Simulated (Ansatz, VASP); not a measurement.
# Be: VASP beside Ansatz

```xyz
1
Lattice="-1.2278 1.2278 1.2278 1.2278 -1.2278 1.2278 1.2278 1.2278 -1.2278" Properties=species:S:1:pos:R:3 pbc="T T T"
Be    0.0000    0.0000    0.0000
```

Change from the starting cell: volume scaled by 0.9405, PAW files.

Alike in both runs: task electric field gradients; functional PBEsol; k mesh 23 × 23 × 23; occupations fermi-dirac, width 0.03 eV; no spin polarisation.

```csv
,VASP,Ansatz
version,VASP 6.6.1,Ansatz 0.2.0
potentials or method,"VASP PAW PBE potentials, release 64 (Be)","PAW with Ansatz's default frozen-core files, scalar-relativistic"
plane-wave cutoff (eV),520,420
valence electrons in the cell,2,2
```

Ansatz gave:

| Quantity | Value |
| --- | --- |
| pressure (GPa) | 6.1 |

Q: Which values does VASP return?

A: Pressure (GPa): 6.5.

VASP's potentials were made for PBE, not for PBEsol.
